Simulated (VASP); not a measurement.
Set up this calculation in VASP 6.6.1, as the native input.

| Quantity | Value |
| --- | --- |
| Task | single point |
| Functional | LDA |
| Potentials or basis | VASP PAW LDA potentials, release 64 (Rb_sv) |
| Cutoff | 520 eV |
| k mesh | 14 × 14 × 14 |
| Occupations | gaussian, width 0.15 eV |
| Spin | no spin polarisation |
| Dipole correction | no |
| Further INCAR settings | ALGO = Fast; EDIFF = 1e-06; NBANDS = 10 |

The structure of Rb lies in POSCAR:

```
Rb
1.0
   -2.4385529226      2.4385529226      3.2881447609
    2.4385529226     -2.4385529226      3.2881447609
    2.4385529226      2.4385529226     -3.2881447609
Rb
1
Direct
    0.0000000000      0.0000000000      0.0000000000
```

The input as run:

INCAR

```
SYSTEM = Rb
PREC     = Accurate       ! precision mode
ENCUT    = 520            ! plane-wave cutoff, eV
EDIFF    = 1E-6           ! SCF threshold, eV
ISMEAR   = 0              ! smearing method
SIGMA    = 0.15           ! smearing width, eV
LREAL    = .FALSE.        ! projectors in reciprocal space
LASPH    = .TRUE.         ! aspherical terms in the spheres
NELM     = 60             ! most SCF steps
ALGO     = Fast           ! electronic algorithm
ISIF     = 2              ! what is computed and relaxed
LWAVE    = .FALSE.        ! write WAVECAR
LCHARG   = .FALSE.        ! write CHGCAR
NBANDS   = 10             ! bands
```

KPOINTS

```
Automatic mesh
0
G
  14 14 14
  0 0 0
```

Potentials or basis: VASP PAW LDA potentials, release 64 (Rb_sv).

The run is started by

```sh
$ cat potpaw_LDA.64/Rb_sv/POTCAR > POTCAR
$ mpirun -np 1 vasp_std > vasp.out
```

It gave:

```yaml
Pressure: 0.0 GPa
Band_gap_on_the_k_mesh: zero (an odd number of electrons rules out a gap without spin polarisation)
```

Run time: 69 s on 1 thread of Intel(R) Xeon(R) Platinum 8488C (Sapphire Rapids), with other jobs on the host, peak memory 0.3 GiB.
